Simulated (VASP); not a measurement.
A run of VASP 6.6.1:

The input INCAR:

```
SYSTEM = TaH4
PREC = Accurate
ENCUT = 500
EDIFF = 1E-7
ISMEAR = 0
SIGMA = 0.15
LREAL = .False.
LASPH = .True.
NELM = 120
ALGO = Normal
ISIF = 3
LWAVE = .False.
LCHARG = .False.
GGA = PE
IBRION = 2
NSW = 36
EDIFFG = -0.08
GGA_COMPAT = .False.
NELMIN = 4
```

Contents of KPOINTS:

```
Automatic mesh
0
Gamma
  4 4 4
  0 0 0
```

Contents of POSCAR:

```
TaH4
1.0
   -2.5688546600      2.5688546600      1.5898452600
    2.5688546600     -2.5688546600      1.5898452600
    2.5688546600      2.5688546600     -1.5898452600
Ta H
1 4
Direct
    0.0000000000      0.0000000000      0.0000000000
    0.6000000200      0.2000000000      0.8000000100
    0.8000000000      0.6000000200      0.4000000200
    0.3999999800      0.8000000000      0.1999999900
    0.2000000000      0.3999999800      0.5999999800
```

Potentials or basis: VASP PAW PBE potentials, release 64 (Ta_pv, H).

The run is started by

```bash
$ cat potpaw_PBE.64/Ta_pv/POTCAR potpaw_PBE.64/H/POTCAR > POTCAR
$ mpirun -np 1 vasp_std > vasp.out
```

Hardware: 1 thread of Intel Xeon 8259CL, with other jobs on the host.

**Question.** Estimate the wall time of this run.

**Answer.** It took 100 s on 1 thread of Intel Xeon 8259CL, with other jobs on the host, peak memory 0.18 GiB. Counts: scf iterations 74, k points 14, ion steps 8.
